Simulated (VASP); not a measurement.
The system is TiCo3.

```
CELL_PARAMETERS angstrom
3.61400 0.00000 0.00000
0.00000 3.61400 0.00000
0.00000 0.00000 3.61400
ATOMIC_POSITIONS crystal
Ti 0.00000 0.00000 0.00000
Co 0.00000 0.50000 0.50000
Co 0.50000 0.00000 0.50000
Co 0.50000 0.50000 0.00000
```

Base run:

```yaml
Program: VASP 6.6.1
Functional: PBEsol
Potentials_or_basis: VASP PAW PBE potentials, release 64 (Ti_sv, Co)
Cutoff: 520 eV
k_mesh: 12 × 12 × 12
Occupations: gaussian, width 0.05 eV
Spin: collinear spin, ferrimagnetic start
Starting_moments: "[-0.42, 1.21, 1.21, 1.21] μB"
```

Its results: pressure -15.5 GPa; net moment 0.00 μB per cell.

Task: The run is repeated on the same cell with these changes: occupations from gaussian, width 0.05 eV to gaussian, width 0.3 eV; further incar settings from ALGO = Normal; EDIFF = 1e-07; NBANDS = 32 to ALGO = Fast; EDIFF = 1e-07; NBANDS = 32. What comes out?

Result: Pressure -11.2 GPa; net moment 2.41 μB per cell; site moments Ti -0.37; Co +0.96 μB.

Caveats: the cell stands under tension; the PAW data sets were made with another functional, which shifts forces and pressure a little; so wide a smearing shifts energies and pressures (at least some runs).
